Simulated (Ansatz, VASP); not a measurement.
# Two plane-wave programs on MgCdHg

```
Mg Cd Hg
1.0
    -1.93812    1.93812    4.45255
     1.93812   -1.93812    4.45255
     1.93812    1.93812   -4.45255
Mg Cd Hg
1 1 1
Cartesian
  0.0000 0.0000 5.9251
  0.0000 0.0000 2.9740
  0.0000 0.0000 0.0059
```

Alike in both runs: task relaxation of cell and atoms; functional PBE; k mesh 14 × 14 × 14; occupations fermi-dirac, width 0.15 eV; no spin polarisation.

|  | VASP | Ansatz |
| --- | --- | --- |
| version | VASP 6.6.1 | Ansatz 0.2.0 |
| potentials or method | VASP PAW PBE potentials, release 64 (Mg, Cd, Hg), cutoff 600 eV | scalar-relativistic, plane waves, PAW |
| valence electrons in the cell | 26 | 50 |

VASP gave:

| Item | Value |
| --- | --- |
| gap on the k mesh at the Fermi level, each at its own relaxed structure (eV) | none |
| relaxed volume (Å³/atom) | 22.38 |
| relaxed cell length with the largest relative difference (Å) | 5.242 |

**Question.** Which values does Ansatz return?

**Answer.** gap on the k mesh at the Fermi level, each at its own relaxed structure (eV): none; relaxed volume (Å³/atom): 22.35; relaxed cell length with the largest relative difference (Å): 5.238.

A gap of «none» marks a metal or a gap that the smearing closes. VASP's potentials hold 26 valence electrons a cell and Ansatz's 50, so a difference there can come from the potentials and not from the codes.

Spin-orbit coupling is off throughout.
